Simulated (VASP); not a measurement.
# Pt in VASP: notebook, part 2 of 2

VASP 6.6.1. Earlier steps stand in the parts before.

### 3 Single point, LDA

This run uses another cell than the first one, of 15.66 Å³/atom, 1.030 times its volume.

Input file INCAR:

```
PREC     = Accurate       # precision mode
ENCUT    = 520            # plane-wave cutoff, eV
EDIFF    = 1E-7           # SCF threshold, eV
ISMEAR   = 0              # smearing method
SIGMA    = 0.15           # smearing width, eV
LREAL    = F              # projectors in reciprocal space
LASPH    = T              # aspherical terms in the spheres
NELM     = 100            # most SCF steps
ALGO     = Fast           # electronic algorithm
ISIF     = 2              # what is computed and relaxed
LWAVE    = F              # write WAVECAR
LCHARG   = F              # write CHGCAR
GGA      = CA             # functional
NBANDS   = 11             # bands
```

Input file KPOINTS:

```
regular mesh
0
Gamma
  20 20 20
```

Input file POSCAR:

```
Pt
1.0
    0.0000000000      1.9857026342      1.9857026342
    1.9857026342      0.0000000000      1.9857026342
    1.9857026342      1.9857026342      0.0000000000
Pt
1
Direct
    0.0000000000      0.0000000000      0.0000000000
```

Potentials or basis: VASP PAW LDA potentials, release 64 (Pt).

The run is started by

```sh
cat potpaw_LDA.64/Pt/POTCAR > POTCAR
mpirun -np 1 vasp_std > vasp.out
```

Wall time 35 s (1 thread of AMD EPYC 9R45 (Zen 5), shared host); peak memory 0.13 GiB.

The run converged. Its results:

```
Free energy            : -7.4745 eV
Pressure               : -14.8 GPa
Band gap on the k mesh : zero (band 5 reaches 10.87 eV, above the bottom of band 6 at 8.79 eV)
```

Levels at points of the mesh, in eV from the Fermi level:
```csv
k point,band 1,band 2,band 3,band 4,band 5,band 6,band 7,band 8,band 9,band 10
"(0.00, 0.00, 0.00)",-9.83,-3.60,-3.60,-3.60,-1.53,-1.53,14.72,19.43,19.43,19.43
"(0.50, 0.00, 0.00)",-6.98,-3.64,-3.64,-0.34,0.03,0.03,5.54,14.27,18.63,18.63
"(0.50, 0.50, 0.00)",-6.69,-6.27,0.01,0.45,0.45,1.83,8.45,11.21,11.21,19.74
```

Caveat: spin-orbit coupling is left out, which moves the levels of the heavy elements.

### 4 Single point, LDA

This run uses another cell than the first one, of 16.12 Å³/atom, 1.061 times its volume.

Input file INCAR:

```
ALGO = Fast
EDIFF = 1E-6
ENCUT = 520
GGA = CA
ISIF = 2
ISMEAR = 0
LASPH = True
LCHARG = True
LELF = True
LREAL = False
LVHAR = True
LWAVE = False
NBANDS = 11
NELM = 60
PREC = Accurate
SIGMA = 0.15
```

Input file KPOINTS:

```
k-points
0
Gamma
  20 20 20
```

Input file POSCAR:

```
Pt
1.0
    0.0000000000      2.0051703071      2.0051703071
    2.0051703071      0.0000000000      2.0051703071
    2.0051703071      2.0051703071      0.0000000000
Pt
1
Direct
    0.0000000000      0.0000000000      0.0000000000
```

The run is started by

```sh
cat potpaw_LDA.64/Pt/POTCAR > POTCAR
mpirun -np 1 vasp_std > vasp.out
```

Run time: 30 s. Hardware: 1 thread of AMD EPYC 9R45 (Zen 5), shared host; peak memory 0.14 GiB.

It converged, with:

```
Free energy            : -7.4229 eV
Pressure               : -20.8 GPa
Band gap on the k mesh : zero (band 5 reaches 10.31 eV, above the bottom of band 6 at 8.32 eV)
```

Levels at points of the mesh, in eV from the Fermi level:
```tsv
k point	band 2	band 3	band 4	band 5	band 6	band 7	band 8	band 9
(0.00, 0.00, 0.00)	-3.43	-3.43	-3.43	-1.46	-1.46	14.79	19.33	19.33
(0.50, 0.00, 0.00)	-3.46	-3.46	-0.22	0.03	0.03	5.33	14.33	18.42
(0.50, 0.50, 0.00)	-5.98	0.01	0.42	0.42	1.89	8.15	11.12	11.12
```

Caveat: spin-orbit coupling is left out, which moves the levels of the heavy elements.

### 5 Single point, LDA

This run uses another cell than the first one, of 13.44 Å³/atom, 0.884 times its volume.

Input file INCAR:

```
SYSTEM = Pt
  PREC = Accurate
  ENCUT = 520
  EDIFF = 1E-6
  ISMEAR = 0
  SIGMA = 0.15
  LREAL = .FALSE.
  LASPH = .TRUE.
  NELM = 80
  ALGO = Normal
  ISIF = 2
  LWAVE = .FALSE.
  LCHARG = .FALSE.
  NBANDS = 11
```

Input file KPOINTS:

```
Automatic mesh
0
G
  20 20 20
  0 0 0
```

Input file POSCAR:

```
Pt
1.0
   -0.0973383644      1.8396950875      1.8396950875
    1.8396950875     -0.0973383644      1.8396950875
    1.8396950875      1.8396950875     -0.0973383644
Pt
1
Direct
    0.0000000000      0.0000000000      0.0000000000
```

Potentials or basis: VASP PAW LDA potentials, release 64 (Pt).

The run is started by

```sh
cat potpaw_LDA.64/Pt/POTCAR > POTCAR
mpirun -np 1 vasp_std > vasp.out
```

OUTCAR:

```text
SYSTEM = Pt
   PREC = Accurate
   ENCUT = 520
   EDIFF = 1E-6
   ISMEAR = 0
   LREAL = .FALSE.
   LASPH = .TRUE.
   NELM = 80
   ISIF = 2

 ion  position               nearest neighbor table
   1  0.000  0.000  0.000-

  LATTYP: Found a trigonal (rhomboedric) cell.
 ALAT       =     2.6035419695
 COS(alpha) =     0.4464650136

  Lattice vectors:

 A1 = (  -0.0973383644,   1.8396950875,   1.8396950875)
 A2 = (   1.8396950875,  -0.0973383644,   1.8396950875)
 A3 = (   1.8396950875,   1.8396950875,  -0.0973383644)
[... 508 lines left out ...]
      3       9.7827      2.00000
      4       9.9875      2.00000
      5      12.6639      2.00000
      6      13.2101      1.99723
      7      23.1104      0.00000
      8      28.6553      0.00000
      9      33.7356      0.00000
     10      36.6916      0.00000
     11      40.0713      0.00000

 [... further k-points ...]
[... 5 lines left out ...]
  --------------------------------------------------------------------------------------
  -------------------------------------------------------------------------------------
  Total        3.4084512      3.4084512      3.4084512      0.6630302      0.6630302      0.6630302
  in kB      406.3137848    406.3137848    406.3137848     79.0383307     79.0383307     79.0383307
  external PRESSURE =     406.3137848 kB  Pullay stress =       0.0000000 kB

 VOLUME and BASIS-vectors are now :
 -----------------------------------------------------------------------------
  energy-cutoff  :      520.00
  volume of cell :       13.44
      direct lattice vectors                 reciprocal lattice vectors
    -0.097338364  1.839695087  1.839695087    -0.251112361  0.265140985  0.265140985
     1.839695087 -0.097338364  1.839695087     0.265140985 -0.251112361  0.265140985
     1.839695087  1.839695087 -0.097338364     0.265140985  0.265140985 -0.251112361

 POSITION                                       TOTAL-FORCE (eV/Angst)
 -----------------------------------------------------------------------------------
      0.00000      0.00000      0.00000        -0.000000     -0.000000      0.000000
 -----------------------------------------------------------------------------------
    total drift:                               -0.000000     -0.000000     -0.000000

  FREE ENERGIE OF THE ION-ELECTRON SYSTEM (eV)
  ---------------------------------------------------
  free  energy   TOTEN  =        -7.3171468398 eV

  energy  without entropy=       -7.3030965814  energy(sigma->0) =       -7.31012171
```

stdout:

```text
POSCAR found type information on POSCAR Pt
 POSCAR found :  1 types and       1 ions
 scaLAPACK will be used
 LDA part: xc-table for (Slater(with rela. corr.)+CA(PZ))
 , standard interpolation
 POSCAR, INCAR and KPOINTS ok, starting setup
 FFT: planning ... GRIDC
 FFT: planning ... GRID_SOFT
 FFT: planning ... GRID
 WAVECAR not read
 entering main loop
```

Wall time 68 s (1 thread of AMD EPYC 9R45 (Zen 5), shared host); peak memory 0.19 GiB.

Results:

```
Free energy            : -7.3171 eV
Pressure               : 40.6 GPa
Band gap on the k mesh : zero (band 5 reaches 14.39 eV, above the bottom of band 6 at 11.14 eV)
```

Stress tensor (GPa, compression positive):
```
40.63  7.90  7.90
 7.90 40.63  7.90
 7.90  7.90 40.63
```

Levels at points of the mesh, in eV from the Fermi level:
```csv
k point,band 3,band 4,band 5,band 6,band 7,band 8
"(0.00, 0.00, 0.00)",-5.10,-3.78,-1.82,-1.82,14.15,19.01
"(0.50, 0.00, 0.00)",-3.87,-1.18,-0.37,0.27,6.51,14.06
"(0.50, 0.50, 0.00)",-0.09,0.53,0.86,1.61,10.33,10.72
"(0.50, 0.50, 0.50)",-4.85,-0.09,0.36,0.36,8.09,13.22
```

Caveat: spin-orbit coupling is left out, which moves the levels of the heavy elements.

### 6 Summary

```csv
cell,gap on the mesh (eV),pressure (GPa)
"a = 2.781 Å, angles 60.0°, 1 atom",none,-7.6
"a = 2.808 Å, angles 60.0°, 1 atom",none,-14.8
"a = 2.836 Å, angles 60.0°, 1 atom",none,-20.8
"a = 2.604 Å, angles 63.5°, 1 atom",none,40.6
```

Alike in all rows: task single point; level LDA; potentials or basis VASP PAW LDA potentials, release 64 (Pt); no spin polarisation; k mesh 20 × 20 × 20; cutoff (eV) 520; smearing gaussian 0.15 eV.

Caveats: spin-orbit coupling is left out, which moves the levels of the heavy elements.

Total energies depend on the potentials used, so only differences within one code and one set of settings carry meaning.
